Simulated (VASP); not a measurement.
# In (P6_3/mmc) in VASP: further runs

Aim: see how the results for In move with the level of theory and the settings. Levels: PBE-based screened hybrid with 25 % exact exchange, r2SCANh. Tasks: single point.

Everything below comes from runs of VASP 6.6.1. Logs are shortened: lines on timing, memory, paths and dates and some standing lists are left out, and cuts for length are marked.

**1. The cell of the first run**

The structure is hexagonal, space group P6_3/mmc (No. 194). The conventional cell has a = 3.335 Å, b = 3.335 Å, c = 5.509 Å, α = 90.00°, β = 90.00°, γ = 120.00°. In (site symmetry -6m2) has 12 In at 3.34 to 3.36 Å within 4.4 Å.

This isn't the form of In at room conditions, which is tetragonal.

**2. Single point, PBE-based screened hybrid with 25 % exact exchange**

Contents of POSCAR:

```
In
1.0
    3.3354847820      0.0000000000      0.0000000000
   -1.6677423910      2.8886145552      0.0000000000
    0.0000000000      0.0000000000      5.5091429200
In
2
Direct
    0.6666666667      0.3333333333      0.7500000000
    0.3333333333      0.6666666667      0.2500000000
```

Contents of INCAR.step1:

```
SYSTEM = In
PREC = Accurate
ENCUT = 400
EDIFF = 1E-5
ISMEAR = -1
SIGMA = 0.05
LREAL = .False.
LASPH = .True.
NELM = 120
ALGO = Normal
ISIF = 2
LWAVE = .True.
NBANDS = 20
GGA = PE
GGA_COMPAT = .False.
```

Contents of INCAR.step2:

```
SYSTEM = In
PREC = Accurate
ENCUT = 400
EDIFF = 1E-6
ISMEAR = -1
SIGMA = 0.05
LREAL = .False.
LASPH = .True.
NELM = 120
ALGO = Normal
ISIF = 2
LWAVE = .False.
LCHARG = .True.
GGA = PE
LHFCALC = .True.
AEXX = 0.25
HFSCREEN = 0.3
PRECFOCK = Normal
LELF = .True.
LVHAR = .True.
NBANDS = 20
ISTART = 1
GGA_COMPAT = .False.
```

Contents of KPOINTS:

```
regular mesh
0
Gamma
  5 5 3
  0 0 0
```

Potentials or basis: VASP PAW PBE potentials, release 64 (In_d).

On the command line:

```console
$ cat potpaw_PBE.64/In_d/POTCAR > POTCAR
$ cp INCAR.step1 INCAR
$ mpirun -np 1 vasp_std > vasp.out
$ cp INCAR.step2 INCAR
$ mpirun -np 1 vasp_std > vasp.out
```

OUTCAR:

```text
SYSTEM = In
   PREC = Accurate
   ENCUT = 400
   EDIFF = 1E-6
   ISMEAR = -1
   LREAL = .False.
   LASPH = .True.
   NELM = 120
   ISIF = 2
   GGA = PE
   LHFCALC = .True.
   AEXX = 0.25
   HFSCREEN = 0.3
   PRECFOCK = Normal
   ISTART = 1

 ion  position               nearest neighbor table
   1  0.667  0.333  0.750-   2 3.36   2 3.36   2 3.36   2 3.36   2 3.36   2 3.36
   2  0.333  0.667  0.250-   1 3.36   1 3.36   1 3.36   1 3.36   1 3.36   1 3.36

  LATTYP: Found a hexagonal cell.
 ALAT       =     3.3354847820
 C/A-ratio  =     1.6516768266

  Lattice vectors:

 A1 = (   3.3354847820,   0.0000000000,   0.0000000000)
 A2 = (  -1.6677423910,   2.8886145552,   0.0000000000)
 A3 = (   0.0000000000,   0.0000000000,   5.5091429200)

Analysis of symmetry for initial positions (statically):
=====================================================================
 Subroutine PRICEL returns:
 Original cell was already a primitive cell.

 Routine SETGRP: Setting up the symmetry group for a
 hexagonal supercell.

 Subroutine GETGRP returns: Found 24 space group operations
 (whereof 12 operations were pure point group operations)
 out of a pool of 24 trial point group operations.

The static configuration has the point symmetry D_3d.
 The point group associated with its full space group is D_6h.

Analysis of symmetry for dynamics (positions and initial velocities):
=====================================================================
 Subroutine PRICEL returns:
 Original cell was already a primitive cell.

 Routine SETGRP: Setting up the symmetry group for a
 hexagonal supercell.

 Subroutine GETGRP returns: Found 24 space group operations
 (whereof 12 operations were pure point group operations)
 out of a pool of 24 trial point group operations.

The dynamic configuration has the point symmetry D_3d.
 The point group associated with its full space group is D_6h.

 Subroutine INISYM returns: Found 24 space group operations
 (whereof 12 operations are pure point group operations),
 and found     1 'primitive' translations

----------------------------------------------------------------------------------------

                                     Primitive cell

  volume of cell :      53.0802

  direct lattice vectors                    reciprocal lattice vectors
[... 73 lines left out ...]
   LREAL  =      F    real-space projection
   EDIFFG = 0.1E-04   stopping-criterion for IOM
   NSW    =      0    number of steps for IOM
   IBRION =     -1    ionic relax: 0-MD 1-quasi-New 2-CG
   NFREE  =      0    steps in history (QN), initial steepest desc. (CG)
   ISIF   =      2    stress and relaxation
   ISYM   =      3    0-nonsym 1-usesym 2-fastsym
   POTIM  = 0.5000    time-step for ionic-motion
   TEBEG  =    0.0;   TEEND  =   0.0 temperature during run
   PSTRESS=    0.0 pullay stress
   NELECT =      26.0000    total number of electrons
   NUPDOWN=      -1.0000    fix difference up-down
   EMIN   =  10.00;   EMAX   =-10.00  energy-range for DOS
   EFERMI =   0.00;   METHOD = LEGACY
   ISMEAR =    -1;   SIGMA  =   0.05  broadening in eV -4-tet -1-fermi 0-gaus
   EFERMI_NEDOS =   21; number of points for ismear=-14 and -15
   IALGO  =     38    algorithm
   IMIX   =      1    mixing-type and parameters
     AMIX     =   0.40;   BMIX     =  1.00
     AMIX_MAG =   1.60;   BMIX_MAG =  1.00
  volume/ion in A,a.u.               =      26.54       179.10
  Fermi-wavevector in a.u.,A,eV,Ry     =   1.290491  2.438675 22.658704  1.665368
  Thomas-Fermi vector in A             =   2.422320
   LORBIT       =      0    0 simple, 1 ext, 2 COOP (PROOUT), +10 PAW based schemes
   GGA     = PE    functional components
   LHFCALC =     T    Hartree Fock is set to
   PRECFOCK=normal    Normal, Fast or Accurate (Low or Medium for compatibility)
   ENCUT4O =  -1.0   cutoff for four orbital integrals eV
   NKREDX  =     1    reduce k-point grid by
   NKREDY  =     1    reduce k-point grid by
   NKREDZ  =     1    reduce k-point grid by
   AEXX    =    0.2500 exact exchange contribution
   HFSCREEN=    0.3000 screening length (either q_TF or 0.3 A-1)
   HFSCREENC=   0.3000 screening length for correlation (either q_TF or 0.3 A-1)
   ENCUTFOCK=  -1.0 apply spherical cutoff to Coloumb kernel
   IVDW    =     0    specifies the selected vdW correction
   LEPSILON=     F    determine dielectric tensor
   LRPA    =     F    only Hartree local field effects (RPA)
 non-spin polarized calculation
  energy-cutoff  :      400.00
  volume of cell :       53.08
 maximum number of plane-waves:       996
 NGX is ok and might be reduce to    24
  NGX = 18; NGY = 18; NGZ = 28

 number of electron      25.9999991 magnetization

 Free energy of the ion-electron system (eV)
  ---------------------------------------------------
  ext. energy  EPLUGINS =         0.00000000
  ---------------------------------------------------
  free energy    TOTEN  =        -5.67955924 eV

  energy without entropy =       -5.66913063  energy(sigma->0) =       -5.67434494

 E-fermi :   7.5489     XC(G=0):  -8.5827

 val. band max:        7.5141075496   @ k =   0.4000   0.0000   0.3333
 cond. band min:       7.8108738372   @ k =   0.0000   0.0000   0.3333
 fundamental gap:      0.2967662876
 Fermi energy:         7.5488526883

 k-point     1 :       0.0000    0.0000    0.0000
  band No.  band energies     occupation
      1      -9.2308      2.00000
      2      -9.1761      2.00000
      3      -9.1550      2.00000
      4      -9.1550      2.00000
      5      -9.1286      2.00000
      6      -9.1286      2.00000
[... 219 lines left out ...]
     19      17.3195      0.00000
     20      19.6208      0.00000

------------------------ aborting loop because EDIFF is reached ----------------------------------------

  FORCE on cell =-STRESS in cart. coord.  units (eV):
  Direction    XX          YY          ZZ          XY          YZ          ZX
  --------------------------------------------------------------------------------------
  -------------------------------------------------------------------------------------
  Total       -0.0221633     -0.0221633      0.1436402      0.0000000      0.0000000      0.0000000
  in kB       -0.6689783     -0.6689783      4.3356491      0.0000000      0.0000000      0.0000000
  external PRESSURE =       0.9992308 kB  Pullay stress =       0.0000000 kB

 VOLUME and BASIS-vectors are now :
 -----------------------------------------------------------------------------
  energy-cutoff  :      400.00
  volume of cell :       53.08
      direct lattice vectors                 reciprocal lattice vectors
     3.335484782  0.000000000  0.000000000     0.299806495  0.173093360  0.000000000
    -1.667742391  2.888614555  0.000000000     0.000000000  0.346186721  0.000000000
     0.000000000  0.000000000  5.509142920     0.000000000  0.000000000  0.181516438

 POSITION                                       TOTAL-FORCE (eV/Angst)
 -----------------------------------------------------------------------------------
      1.66774      0.96287      4.13186        -0.000000      0.000000     -0.000000
     -0.00000      1.92574      1.37729         0.000000     -0.000000      0.000000
 -----------------------------------------------------------------------------------
    total drift:                               -0.000000      0.000000      0.000001

  FREE ENERGIE OF THE ION-ELECTRON SYSTEM (eV)
  ---------------------------------------------------
  free  energy   TOTEN  =        -5.6795592405 eV

  energy  without entropy=       -5.6691306328  energy(sigma->0) =       -5.67434494
```

OUTCAR.step1:

```text
SYSTEM = In
   PREC = Accurate
   ENCUT = 400
   EDIFF = 1E-5
   ISMEAR = -1
   LREAL = .False.
[... 438 lines left out ...]
      1.66774      0.96287      4.13186         0.000000     -0.000000      0.000000
     -0.00000      1.92574      1.37729        -0.000000      0.000000      0.000000
 -----------------------------------------------------------------------------------
    total drift:                                0.000000     -0.000000      0.000000

  FREE ENERGIE OF THE ION-ELECTRON SYSTEM (eV)
  ---------------------------------------------------
  free  energy   TOTEN  =        -5.1321549820 eV

  energy  without entropy=       -5.1215416294  energy(sigma->0) =       -5.12684831
```

OSZICAR.step1:

```text
N       E                     dE             d eps       ncg     rms          rms(c)
DAV:   1     0.196557085404E+03    0.19656E+03   -0.11473E+04   408   0.154E+03
DAV:   2     0.916352832628E+01   -0.18739E+03   -0.18409E+03   404   0.341E+02
DAV:   3    -0.478615838045E+01   -0.13950E+02   -0.13885E+02   472   0.111E+02
DAV:   4    -0.516406284740E+01   -0.37790E+00   -0.37775E+00   484   0.198E+01
DAV:   5    -0.518675793833E+01   -0.22695E-01   -0.22694E-01   580   0.402E+00    0.324E+00
DAV:   6    -0.514168199065E+01    0.45076E-01   -0.81607E-02   536   0.464E+00    0.151E+00
DAV:   7    -0.513273169095E+01    0.89503E-02   -0.24251E-02   540   0.229E+00    0.355E-01
DAV:   8    -0.513213093660E+01    0.60075E-03   -0.16948E-03   476   0.521E-01    0.430E-02
DAV:   9    -0.513214818483E+01   -0.17248E-04   -0.56764E-05   540   0.641E-02    0.191E-02
DAV:  10    -0.513215498204E+01   -0.67972E-05   -0.79015E-06   236   0.393E-02
   1 F= -.51321550E+01 E0= -.51268483E+01  d E =-.106134E-01
```

Run time: 14 min. Hardware: 1 thread of Oxide Virtual Turin-like, shared host; peak memory 0.22 GiB.

What came out:

```
Free energy            : -5.6796 eV
Pressure               : 0.1 GPa
Band gap on the k mesh : zero (bands 13 and 14 overlap by 2.38 eV)
```

Stress tensor (GPa, compression positive):
```
-0.07  0.00  0.00
 0.00 -0.07  0.00
 0.00  0.00  0.43
```

Levels at points of the mesh, in eV from the Fermi level:
| k point | band 10 | band 11 | band 12 | band 13 | band 14 | band 15 | band 16 | band 17 |
| --- | --- | --- | --- | --- | --- | --- | --- | --- |
| (0.00, 0.00, 0.00) | -16.42 | -10.70 | -5.04 | -3.92 | 8.85 | 8.85 | 10.68 | 10.68 |

Caveat: the k points lie up to 0.44 Å⁻¹ apart, too coarse for converged energies and pressures of a metal; the PAW data sets were made with another functional, which shifts forces and pressure a little; spin-orbit coupling is left out, which moves the levels of the heavy elements.

**3. Single point, PBE-based screened hybrid with 25 % exact exchange**

This run uses another cell than the first one, of 27.07 Å³/atom.

Contents of POSCAR:

```
In
1.0
    3.3575747290      0.0000000000      0.0000000000
   -1.6787873645      2.9077450104      0.0000000000
    0.0000000000      0.0000000000      5.5456283735
In
2
Direct
    0.6666666667      0.3333333333      0.7500000000
    0.3333333333      0.6666666667      0.2500000000
```

Contents of INCAR.step1:

```
SYSTEM = In
PREC = Accurate ; ENCUT = 400
EDIFF = 1E-5 ; ISMEAR = -1
SIGMA = 0.05 ; LREAL = .False.
LASPH = .True. ; NELM = 120
ALGO = Normal ; ISIF = 2
LWAVE = .True. ; LCHARG = .False.
GGA = PE ; NBANDS = 20
GGA_COMPAT = .False.
```

Contents of INCAR.step2:

```
SYSTEM = In
PREC = Accurate ; ENCUT = 400
EDIFF = 1E-6 ; ISMEAR = -1
SIGMA = 0.05 ; LREAL = .False.
LASPH = .True. ; NELM = 120
ALGO = Normal ; ISIF = 2
LWAVE = .False. ; LCHARG = .False.
GGA = PE ; LHFCALC = .True.
AEXX = 0.25 ; HFSCREEN = 0.3
PRECFOCK = Normal ; ISTART = 1
NBANDS = 20 ; GGA_COMPAT = .False.
```

Contents of KPOINTS:

```
Automatic mesh
0
Gamma
  5 5 3
  0 0 0
```

Potentials or basis: VASP PAW PBE potentials, release 64 (In_d).

On the command line:

```console
$ cat potpaw_PBE.64/In_d/POTCAR > POTCAR
$ cp INCAR.step1 INCAR
$ mpirun -np 1 vasp_std > vasp.out
$ cp INCAR.step2 INCAR
$ mpirun -np 1 vasp_std > vasp.out
```

OUTCAR:

```text
SYSTEM = In
   PREC = Accurate
   ENCUT = 400
   EDIFF = 1E-6
   ISMEAR = -1
   LREAL = .False.
   LASPH = .True.
   NELM = 120
   ISIF = 2
   GGA = PE
   LHFCALC = .True.
   AEXX = 0.25
   HFSCREEN = 0.3
   PRECFOCK = Normal
   ISTART = 1

 ion  position               nearest neighbor table
   1  0.667  0.333  0.750-   2 3.38   2 3.38   2 3.38   2 3.38   2 3.38   2 3.38
   2  0.333  0.667  0.250-   1 3.38   1 3.38   1 3.38   1 3.38   1 3.38   1 3.38

  LATTYP: Found a hexagonal cell.
 ALAT       =     3.3575747290
 C/A-ratio  =     1.6516768266

  Lattice vectors:

 A1 = (   3.3575747290,   0.0000000000,   0.0000000000)
 A2 = (  -1.6787873645,   2.9077450104,   0.0000000000)
 A3 = (   0.0000000000,   0.0000000000,   5.5456283735)

Analysis of symmetry for initial positions (statically):
=====================================================================
 Subroutine PRICEL returns:
 Original cell was already a primitive cell.

 Routine SETGRP: Setting up the symmetry group for a
 hexagonal supercell.
[... 156 lines left out ...]
  ext. energy  EPLUGINS =         0.00000000
  ---------------------------------------------------
  free energy    TOTEN  =        -5.67965960 eV

  energy without entropy =       -5.66923024  energy(sigma->0) =       -5.67444492

 E-fermi :   7.3206     XC(G=0):  -8.5106

 val. band max:        7.2859167078   @ k =   0.4000  -0.0000   0.3333
 cond. band min:       7.5813666116   @ k =   0.0000   0.0000   0.3333
 fundamental gap:      0.2954499038
 Fermi energy:         7.3206458057

 k-point     1 :       0.0000    0.0000    0.0000
  band No.  band energies     occupation
      1      -9.4253      2.00000
      2      -9.3766      2.00000
      3      -9.3569      2.00000
      4      -9.3569      2.00000
      5      -9.3322      2.00000
      6      -9.3322      2.00000
[... 219 lines left out ...]
     19      16.9862      0.00000
     20      19.2503      0.00000

------------------------ aborting loop because EDIFF is reached ----------------------------------------

  FORCE on cell =-STRESS in cart. coord.  units (eV):
  Direction    XX          YY          ZZ          XY          YZ          ZX
  --------------------------------------------------------------------------------------
  -------------------------------------------------------------------------------------
  Total       -0.2907173     -0.2907173     -0.0912359      0.0000000     -0.0000000      0.0000000
  in kB       -8.6029767     -8.6029767     -2.6998758      0.0000000     -0.0000000      0.0000000
  external PRESSURE =      -6.6352764 kB  Pullay stress =       0.0000000 kB

 VOLUME and BASIS-vectors are now :
 -----------------------------------------------------------------------------
  energy-cutoff  :      400.00
  volume of cell :       54.14
      direct lattice vectors                 reciprocal lattice vectors
     3.357574729  0.000000000  0.000000000     0.297834026  0.171954555  0.000000000
    -1.678787364  2.907745010  0.000000000     0.000000000  0.343909110  0.000000000
     0.000000000  0.000000000  5.545628373     0.000000000  0.000000000  0.180322216

 POSITION                                       TOTAL-FORCE (eV/Angst)
 -----------------------------------------------------------------------------------
      1.67879      0.96925      4.15922         0.000000     -0.000000      0.000000
     -0.00000      1.93850      1.38641        -0.000000      0.000000     -0.000000
 -----------------------------------------------------------------------------------
    total drift:                                0.000000     -0.000001     -0.000001

  FREE ENERGIE OF THE ION-ELECTRON SYSTEM (eV)
  ---------------------------------------------------
  free  energy   TOTEN  =        -5.6796595992 eV

  energy  without entropy=       -5.6692302366  energy(sigma->0) =       -5.67444492
```

OUTCAR.step1:

```text
SYSTEM = In
   PREC = Accurate
   ENCUT = 400
   EDIFF = 1E-5
   ISMEAR = -1
   LREAL = .False.
[... 438 lines left out ...]
      1.67879      0.96925      4.15922         0.000000      0.000000     -0.000000
     -0.00000      1.93850      1.38641        -0.000000     -0.000000      0.000000
 -----------------------------------------------------------------------------------
    total drift:                               -0.000000      0.000000      0.000000

  FREE ENERGIE OF THE ION-ELECTRON SYSTEM (eV)
  ---------------------------------------------------
  free  energy   TOTEN  =        -5.1381435464 eV

  energy  without entropy=       -5.1274061758  energy(sigma->0) =       -5.13277486
```

It took 10 min on 1 thread of Oxide Virtual Turin-like, shared host; peak memory 0.22 GiB.

What came out:

| Item | Value |
| --- | --- |
| Free energy | -5.6797 eV |
| Pressure | -0.7 GPa |
| Band gap on the k mesh | zero (bands 13 and 14 overlap by 2.33 eV) |

Stress tensor (GPa, compression positive):
```
-0.86  0.00  0.00
 0.00 -0.86  0.00
 0.00  0.00 -0.27
```

Caveat: the k points lie up to 0.43 Å⁻¹ apart, too coarse for converged energies and pressures of a metal; the PAW data sets were made with another functional, which shifts forces and pressure a little; spin-orbit coupling is left out, which moves the levels of the heavy elements.

**4. Single point, r2SCANh**

This run uses another cell than the first one, of 24.95 Å³/atom.

Contents of POSCAR:

```
In
1.0
    3.2673945583      0.0000000000      0.0000000000
   -1.6336972791      2.8296466917      0.0000000000
    0.0000000000      0.0000000000      5.3966798754
In
2
Direct
    0.6666666667      0.3333333333      0.7500000000
    0.3333333333      0.6666666667      0.2500000000
```

Contents of INCAR.step1:

```
SYSTEM = In
ALGO = Normal
EDIFF = 1E-5
ENCUT = 440
GGA = PE
GGA_COMPAT = .FALSE.
ISIF = 2
ISMEAR = -1
LASPH = .TRUE.
LCHARG = .FALSE.
LREAL = .FALSE.
LWAVE = .TRUE.
NBANDS = 20
NELM = 120
PREC = Accurate
SIGMA = 0.05
```

Contents of INCAR.step2:

```
SYSTEM = In
AEXX = 0.1
ALGO = Normal
EDIFF = 1E-6
ENCUT = 440
GGA_COMPAT = .FALSE.
ISIF = 2
ISMEAR = -1
ISTART = 1
LASPH = .TRUE.
LCHARG = .FALSE.
LHFCALC = .TRUE.
LMIXTAU = .TRUE.
LREAL = .FALSE.
LWAVE = .FALSE.
METAGGA = R2SCAN
NBANDS = 20
NELM = 120
PREC = Accurate
PRECFOCK = Normal
SIGMA = 0.05
```

Contents of KPOINTS:

```
k-points
0
G
  5 5 3
  0 0 0
```

On the command line:

```console
$ cat potpaw_PBE.64/In_d/POTCAR > POTCAR
$ cp INCAR.step1 INCAR
$ mpirun -np 1 vasp_std > vasp.out
$ cp INCAR.step2 INCAR
$ mpirun -np 1 vasp_std > vasp.out
```

It took 28 min on 1 thread of Oxide Virtual Turin-like, shared host; peak memory 0.13 GiB.

It converged, with:

| Item | Value |
| --- | --- |
| Free energy | -41.7254 eV |
| Pressure | 2.2 GPa |
| Band gap on the k mesh | zero (bands 13 and 14 overlap by 2.82 eV) |

Stress tensor (GPa, compression positive):
```
2.11 0.00 0.00
0.00 2.11 0.00
0.00 0.00 2.28
```

Levels at points of the mesh, in eV from the Fermi level:
| k point | band 10 | band 11 | band 12 | band 13 | band 14 | band 15 | band 16 | band 17 |
| --- | --- | --- | --- | --- | --- | --- | --- | --- |
| (0.00, 0.00, 0.00) | -16.02 | -11.24 | -5.17 | -4.39 | 9.60 | 9.60 | 11.56 | 11.56 |

Caveat: the k points lie up to 0.44 Å⁻¹ apart, too coarse for converged energies and pressures of a metal; the PAW data sets were made with another functional, which shifts forces and pressure a little; spin-orbit coupling is left out, which moves the levels of the heavy elements.

[end of part 1 of 2]

The gap in the log of VASP goes by the Fermi energy; the results here count the filled bands.